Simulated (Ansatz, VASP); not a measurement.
**One calculation of Al2Cu, two programs**

```xyz
6
Lattice="-3.0335 3.0335 2.4385 3.0335 -3.0335 2.4385 3.0335 3.0335 -2.4385" Properties=species:S:1:pos:R:3 pbc="T T T"
Al    0.9592    3.9927    0.0000
Al    2.0743    0.9592    0.0000
Al    2.0743   -0.9592    2.4385
Al    0.9592    2.0743    2.4385
Cu    0.0000    0.0000    1.2192
Cu    0.0000    0.0000    3.6578
```

Alike in both runs: functional PBE; k mesh 7 × 7 × 7; occupations fermi-dirac, width 0.05 eV; no spin polarisation.

Ansatz relaxed the structure, and its values are those at the end. VASP's run is a single point on that final structure, the one shown.

|  | VASP | Ansatz |
| --- | --- | --- |
| version | VASP 6.6.1 | Ansatz 0.2.0 |
| potentials or method | VASP PAW PBE potentials, release 64 (Al, Cu) | plane-wave PAW, scalar-relativistic |
| plane-wave cutoff (eV) | 520 | 420 |
| valence electrons in the cell | 34 | 50 |

```csv
,VASP,Ansatz,Ansatz less VASP
pressure (GPa),-0.1,-0.3,-0.13
```

VASP's potentials hold 34 valence electrons a cell and Ansatz's 50, so a difference there can come from the potentials and not from the codes. Ansatz's warnings: stress scf threshold loose.
